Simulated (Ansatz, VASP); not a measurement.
**SnO2 in VASP and in Ansatz**

```
CELL_PARAMETERS angstrom
4.75920 0.00000 0.00000
0.00000 4.75920 0.00000
0.00000 0.00000 3.20127
ATOMIC_POSITIONS crystal
Sn 0.50000 0.50000 0.50000
Sn 0.00000 0.00000 0.00000
O 0.19406 0.80594 0.50000
O 0.80594 0.19406 0.50000
O 0.30594 0.30594 0.00000
O 0.69406 0.69406 0.00000
```

Alike in both runs: functional r2SCAN; k mesh 6 × 6 × 8; occupations gaussian, width 0.02 eV; no spin polarisation.

Ansatz relaxed the structure, and its values are those at the end. VASP's run is a single point on that final structure, the one shown.

|  | VASP | Ansatz |
| --- | --- | --- |
| version | VASP 6.6.1 | Ansatz 0.2.0 |
| potentials or method | VASP PAW PBE potentials, release 64 (Sn_d, O), cutoff 520 eV | scalar-relativistic, plane waves, PAW |
| valence electrons in the cell | 52 | 52 |

Ansatz gave:

* gap on the k mesh at the Fermi level (eV): 1.77
* least direct gap on the mesh (eV): 1.77
* pressure (GPa): 0.0
* rms of the force components (eV/Å): 0.002

Task: Which values does VASP return?

Result: gap on the k mesh at the Fermi level (eV): 1.80; least direct gap on the mesh (eV): 1.80; pressure (GPa): 1.1; rms of the force components (eV/Å): 0.015.

VASP's potentials were made for PBE, not for r2SCAN.
